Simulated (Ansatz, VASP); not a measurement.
Si in VASP and in Ansatz

```
CELL_PARAMETERS angstrom
0.00000 2.66051 2.66051
2.66051 0.00000 2.66051
2.66051 2.66051 0.00000
ATOMIC_POSITIONS crystal
Si 0.50000 0.50000 0.50000
Si 0.75000 0.75000 0.75000
```

Change from the starting cell: volume scaled by 0.9405.

Alike in both runs: task single point; functional PBE; k mesh 11 × 11 × 11; occupations fermi-dirac, width 0.08 eV; no spin polarisation.

|  | VASP | Ansatz |
| --- | --- | --- |
| version | VASP 6.6.1 | Ansatz 0.2.0 |
| potentials or method | VASP PAW PBE potentials, release 64 (Si), cutoff 520 eV | all-electron LAPW, scalar-relativistic |

```tsv
	VASP	Ansatz	Ansatz less VASP
pressure (GPa)	8.7	8.7	+0.02
```

Ansatz ran all-electron here, and VASP with PAW potentials.
